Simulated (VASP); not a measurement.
# Sr in VASP: single point with PBE

Aim: the single point of Sr with PBE.

All numbers are computed with VASP 6.6.1; they aren't measurements. Logs are shortened: lines on timing, memory, paths and dates and some standing lists are left out, and cuts for length are marked.

## 1. The cell of the first run

The cell holds a sublattice, 1 atom: a = 5.427 Å, b = 5.427 Å, c = 5.427 Å, α = 60.84°, β = 60.84°, γ = 60.84°.

## 2. Single point, PBE

INCAR

```
PREC = Accurate ; ENCUT = 400
EDIFF = 1E-6 ; ISMEAR = 0
SIGMA = 0.1 ; LREAL = F
LASPH = T ; NELM = 120
ALGO = Normal ; ISIF = 2
LWAVE = F ; LCHARG = T
GGA = PE ; LELF = T
LVHAR = T ; NBANDS = 11
GGA_COMPAT = F
```

KPOINTS

```
Automatic mesh
0
Gamma
  6 6 6
```

POSCAR

```
Sr
1.0
    2.7478069381      1.5864470754      4.4028224211
   -2.7478069381      1.5864470754      4.4028224211
    0.0000000000     -3.1728941508      4.4028224211
Sr
1
Direct
    0.2494550000      0.2494550000      0.2494550000
```

Potentials or basis: VASP PAW PBE potentials, release 64 (Sr_sv).

Run with:

```
$ cat potpaw_PBE.64/Sr_sv/POTCAR > POTCAR
$ mpirun -np 1 vasp_std > vasp.out
```

OUTCAR:

```text
PREC = Accurate
   ENCUT = 400
   EDIFF = 1E-6
   ISMEAR = 0
   LREAL = F
   LASPH = T
   NELM = 120
   ISIF = 2
   GGA = PE

 ion  position               nearest neighbor table
   1  0.249  0.249  0.249-

  LATTYP: Found a trigonal (rhomboedric) cell.
 ALAT       =     5.4269791380
 COS(alpha) =     0.4872730765

  Lattice vectors:

 A1 = (   2.7478069381,   1.5864470754,   4.4028224211)
 A2 = (  -2.7478069381,   1.5864470754,   4.4028224211)
 A3 = (   0.0000000000,  -3.1728941508,   4.4028224211)

Analysis of symmetry for initial positions (statically):
=====================================================================
 Subroutine PRICEL returns:
 Original cell was already a primitive cell.

 Routine SETGRP: Setting up the symmetry group for a
 trigonal (rhombohedral) supercell.

 Subroutine GETGRP returns: Found 12 space group operations
 (whereof  6 operations were pure point group operations)
 out of a pool of 12 trial point group operations.

The static configuration has the point symmetry C_3v.
 The point group associated with its full space group is D_3d.

Analysis of symmetry for dynamics (positions and initial velocities):
=====================================================================
 Subroutine PRICEL returns:
 Original cell was already a primitive cell.

 Routine SETGRP: Setting up the symmetry group for a
 trigonal (rhombohedral) supercell.

 Subroutine GETGRP returns: Found 12 space group operations
 (whereof  6 operations were pure point group operations)
 out of a pool of 12 trial point group operations.

The dynamic configuration has the point symmetry C_3v.
 The point group associated with its full space group is D_3d.

 Subroutine INISYM returns: Found 12 space group operations
 (whereof  6 operations are pure point group operations),
 and found     1 'primitive' translations

----------------------------------------------------------------------------------------

                                     Primitive cell

  volume of cell :     115.1580

  direct lattice vectors                    reciprocal lattice vectors
     2.747806938  1.586447075  4.402822421     0.181963293  0.105056556  0.075709012
    -2.747806938  1.586447075  4.402822421    -0.181963293  0.105056556  0.075709012
     0.000000000 -3.172894151  4.402822421     0.000000000 -0.210113113  0.075709012

  length of vectors
     5.426979138  5.426979138  5.426979138     0.223336908  0.223336908  0.223336908

  position of ions in fractional coordinates (direct lattice)
     0.249455000  0.249455000  0.249455000

  ion indices of the primitive-cell ions
   primitive index   ion index
                 1           1

----------------------------------------------------------------------------------------

 KPOINTS: Automatic mesh

Automatic generation of k-mesh.
 Grid dimensions read from file:
 generate k-points for:    6    6    6

 Generating k-lattice:

  Cartesian coordinates                     Fractional coordinates (reciprocal lattice)
     0.030327216  0.017509426  0.012618169     0.166666667 -0.000000000 -0.000000000
    -0.030327216  0.017509426  0.012618169    -0.000000000  0.166666667 -0.000000000
     0.000000000 -0.035018852  0.012618169    -0.000000000 -0.000000000  0.166666667

  Length of vectors
     0.037222818  0.037222818  0.037222818

  Shift w.r.t. Gamma in fractional coordinates (k-lattice)
     0.000000000  0.000000000  0.000000000

 Subroutine IBZKPT returns following result:
 ===========================================

 Found     32 irreducible k-points:

 Following reciprocal coordinates:
            Coordinates               Weight
  0.000000  0.000000  0.000000      1.000000
  0.166667 -0.000000  0.000000      6.000000
  0.333333 -0.000000 -0.000000      6.000000
  0.500000  0.000000  0.000000      3.000000
  0.166667  0.166667  0.000000      6.000000
  0.333333  0.166667  0.000000     12.000000
[... 16 lines left out ...]
  0.500000  0.500000  0.166667      6.000000
 -0.333333  0.500000  0.166667     12.000000
 [... further k-points ...]
   k-points           NKPTS =     32   k-points in BZ     NKDIM =     32   number of bands    NBANDS=     11
   number of dos      NEDOS =    301   number of ions     NIONS =      1
   total plane-waves  NPLWV =  46656
   dimension x,y,z NGX =    36 NGY =   36 NGZ =   36
   dimension x,y,z NGXF=    72 NGYF=   72 NGZF=   72
   ions per type =               1
   NGX,Y,Z   is equivalent  to a cutoff of  11.03, 11.03, 11.03 a.u.
   NGXF,Y,Z  is equivalent  to a cutoff of  22.06, 22.06, 22.06 a.u.
 SYSTEM =  unknown system
   PREC   = accura    normal or accurate (medium, high low for compatibility)
   ISTART =      0    job   : 0-new  1-cont  2-samecut
   ICHARG =      2    charge: 1-file 2-atom 10-const
   ISPIN  =      1    spin polarized calculation?
   LNONCOLLINEAR =      F non collinear calculations
   LSORBIT =      F    spin-orbit coupling
   LASPH  =      T    aspherical Exc in radial PAW
   ENCUT  =  400.0 eV  29.40 Ry    5.42 a.u.   8.85  8.85  8.85*2*pi/ulx,y,z
   NELM   =    120;   NELMIN=  2; NELMDL= -5     # of ELM steps
   EDIFF  = 0.1E-05   stopping-criterion for ELM
   LREAL  =      F    real-space projection
   EDIFFG = 0.1E-04   stopping-criterion for IOM
   NSW    =      0    number of steps for IOM
   IBRION =     -1    ionic relax: 0-MD 1-quasi-New 2-CG
   NFREE  =      0    steps in history (QN), initial steepest desc. (CG)
   ISIF   =      2    stress and relaxation
   ISYM   =      2    0-nonsym 1-usesym 2-fastsym
   POTIM  = 0.5000    time-step for ionic-motion
   TEBEG  =    0.0;   TEEND  =   0.0 temperature during run
   PSTRESS=    0.0 pullay stress
   NELECT =      10.0000    total number of electrons
   NUPDOWN=      -1.0000    fix difference up-down
   EMIN   =  10.00;   EMAX   =-10.00  energy-range for DOS
   EFERMI =   0.00;   METHOD = LEGACY
   ISMEAR =     0;   SIGMA  =   0.10  broadening in eV -4-tet -1-fermi 0-gaus
   EFERMI_NEDOS =   21; number of points for ismear=-14 and -15
   IALGO  =     38    algorithm
   IMIX   =      4    mixing-type and parameters
     AMIX     =   0.40;   BMIX     =  1.00
     AMIX_MAG =   1.60;   BMIX_MAG =  1.00
  volume/ion in A,a.u.               =     115.16       777.12
  Fermi-wavevector in a.u.,A,eV,Ry     =   0.724953  1.369963  7.150643  0.525557
  Thomas-Fermi vector in A             =   1.815553
   LORBIT       =      0    0 simple, 1 ext, 2 COOP (PROOUT), +10 PAW based schemes
   GGA     = PE    functional components
   LHFCALC =     F    Hartree Fock is set to
   AEXX    =    0.0000 exact exchange contribution
   IVDW    =     0    specifies the selected vdW correction
   LEPSILON=     F    determine dielectric tensor
   LRPA    =     F    only Hartree local field effects (RPA)
 non-spin polarized calculation
 Gauss-broadening in eV      SIGMA  =   0.10
  energy-cutoff  :      400.00
  volume of cell :      115.16
 maximum number of plane-waves:      2114
   NGX = 17   NGY = 17   NGZ = 17

 number of electron      10.0000000 magnetization

 Free energy of the ion-electron system (eV)
  ---------------------------------------------------
  ext. energy  EPLUGINS =         0.00000000
  ---------------------------------------------------
  free energy    TOTEN  =        -0.89120407 eV

  energy without entropy =       -0.88287701  energy(sigma->0) =       -0.88704054

 E-fermi :  -0.3051     XC(G=0):  -5.4233

 val. band max:       -0.4351510419   @ k =   0.5000   0.5000   0.5000
 cond. band min:      -0.2489626069   @ k =  -0.3333   0.5000   0.1667
 fundamental gap:      0.1861884350
 Fermi energy:        -0.3050711901

 k-point     1 :       0.0000    0.0000    0.0000
  band No.  band energies     occupation
      1     -38.3252      2.00000
      2     -20.2298      2.00000
      3     -20.2298      2.00000
      4     -20.2267      2.00000
      5      -2.8420      2.00000
      6       1.2087      0.00000
      7       1.2087      0.00000
      8       1.2815      0.00000
      9       1.8505      0.00000
     10       1.8505      0.00000
     11       4.8469      0.00000

 k-point     2 :       0.1667   -0.0000    0.0000
  band No.  band energies     occupation
      1     -38.3252      2.00000
      2     -20.2319      2.00000
      3     -20.2302      2.00000
      4     -20.2273      2.00000
      5      -2.6091      2.00000
      6       0.9358      0.00000
      7       1.2702      0.00000
      8       1.3445      0.00000
      9       1.8022      0.00000
     10       1.8067      0.00000
     11       3.9068      0.00000

 k-point     3 :       0.3333   -0.0000   -0.0000
  band No.  band energies     occupation
      1     -38.3250      2.00000
      2     -20.2363      2.00000
      3     -20.2308      2.00000
      4     -20.2282      2.00000
      5      -1.9521      2.00000
      6       0.2487      0.00000
      7       1.2254      0.00000
      8       1.3004      0.00000
      9       1.9983      0.00000
     10       2.0251      0.00000
     11       2.5588      0.00000

 k-point     4 :       0.5000    0.0000    0.0000
  band No.  band energies     occupation
      1     -38.3250      2.00000
      2     -20.2385      2.00000
      3     -20.2311      2.00000
      4     -20.2286      2.00000
      5      -1.2557      2.00000
      6      -0.4723      1.98198
      7       1.1548      0.00000
      8       1.2295      0.00000
      9       2.0655      0.00000
     10       2.2405      0.00000
     11       2.2877      0.00000

 k-point     5 :       0.1667    0.1667    0.0000
  band No.  band energies     occupation
      1     -38.3251      2.00000
      2     -20.2316      2.00000
      3     -20.2308      2.00000
      4     -20.2280      2.00000
      5      -2.5278      2.00000
      6       0.9385      0.00000
      7       1.3180      0.00000
      8       1.3673      0.00000
      9       1.5146      0.00000
     10       1.9444      0.00000
     11       4.3351      0.00000
[... 211 lines left out ...]
 k-point    21 :      -0.3333    0.3333    0.1667
  band No.  band energies     occupation
      1     -38.3249      2.00000
      2     -20.2367      2.00000
      3     -20.2337      2.00000
      4     -20.2311      2.00000
      5      -0.5778      1.99989
      6      -0.2147      0.20144
      7       0.5378      0.00000
      8       1.0081      0.00000
      9       1.7759      0.00000
     10       2.2523      0.00000
     11       2.4343      0.00000

 k-point    22 :      -0.1667    0.3333    0.1667
  band No.  band energies     occupation
      1     -38.3250      2.00000
      2     -20.2363      2.00000
      3     -20.2333      2.00000
      4     -20.2298      2.00000
      5      -1.3722      2.00000
      6       0.3454      0.00000
      7       0.6359      0.00000
      8       1.4063      0.00000
      9       1.8577      0.00000
     10       2.0357      0.00000
     11       2.4367      0.00000

 k-point    23 :       0.5000    0.5000    0.1667
  band No.  band energies     occupation
      1     -38.3249      2.00000
      2     -20.2365      2.00000
      3     -20.2331      2.00000
      4     -20.2322      2.00000
      5      -0.8734      2.00000
      6       0.2323      0.00000
      7       0.4145      0.00000
      8       1.4451      0.00000
      9       1.7141      0.00000
     10       2.2770      0.00000
     11       2.3346      0.00000

 k-point    24 :      -0.3333    0.5000    0.1667
  band No.  band energies     occupation
      1     -38.3249      2.00000
      2     -20.2366      2.00000
      3     -20.2343      2.00000
      4     -20.2317      2.00000
      5      -0.2490      0.42749
      6       0.0577      0.00000
      7       0.2101      0.00000
      8       0.7002      0.00000
      9       2.0977      0.00000
     10       2.3855      0.00000
     11       2.4689      0.00000

 [... further k-points ...]
[... 5 lines left out ...]
  --------------------------------------------------------------------------------------
  -------------------------------------------------------------------------------------
  Total       -1.4782147     -1.4782147     -1.4633074      0.0000000      0.0000000      0.0000000
  in kB      -20.5661910    -20.5661910    -20.3587890      0.0000000      0.0000000      0.0000000
  external PRESSURE =     -20.4970570 kB  Pullay stress =       0.0000000 kB

 VOLUME and BASIS-vectors are now :
 -----------------------------------------------------------------------------
  energy-cutoff  :      400.00
  volume of cell :      115.16
      direct lattice vectors                 reciprocal lattice vectors
     2.747806938  1.586447075  4.402822421     0.181963293  0.105056556  0.075709012
    -2.747806938  1.586447075  4.402822421    -0.181963293  0.105056556  0.075709012
     0.000000000 -3.172894151  4.402822421     0.000000000 -0.210113113  0.075709012

 POSITION                                       TOTAL-FORCE (eV/Angst)
 -----------------------------------------------------------------------------------
      0.00000      0.00000      3.29492         0.000000      0.000000     -0.000000
 -----------------------------------------------------------------------------------
    total drift:                                0.000000      0.000000      0.000000

  FREE ENERGIE OF THE ION-ELECTRON SYSTEM (eV)
  ---------------------------------------------------
  free  energy   TOTEN  =        -0.8912040722 eV

  energy  without entropy=       -0.8828770147  energy(sigma->0) =       -0.88704054
```

It took 34 s on 1 thread of AMD EPYC 7R43 (Zen 3), shared host; peak memory 0.16 GiB.

Results:

- Free energy: -0.8912 eV
- Pressure: -2.0 GPa
- Band gap on the k mesh: zero (bands 5 and 6 overlap by 0.22 eV)

Levels at points of the mesh, in eV from the Fermi level:
```tsv
k point	band 2	band 3	band 4	band 5	band 6	band 7	band 8	band 9
(0.00, 0.00, 0.00)	-19.92	-19.92	-19.92	-2.54	1.51	1.51	1.59	2.16
(0.50, 0.00, 0.00)	-19.93	-19.93	-19.92	-0.95	-0.17	1.46	1.53	2.37
(0.50, 0.50, 0.00)	-19.93	-19.93	-19.93	-0.27	0.31	0.62	1.97	2.57
(0.50, 0.50, 0.50)	-19.93	-19.93	-19.93	-0.87	-0.13	1.48	1.48	2.38
```
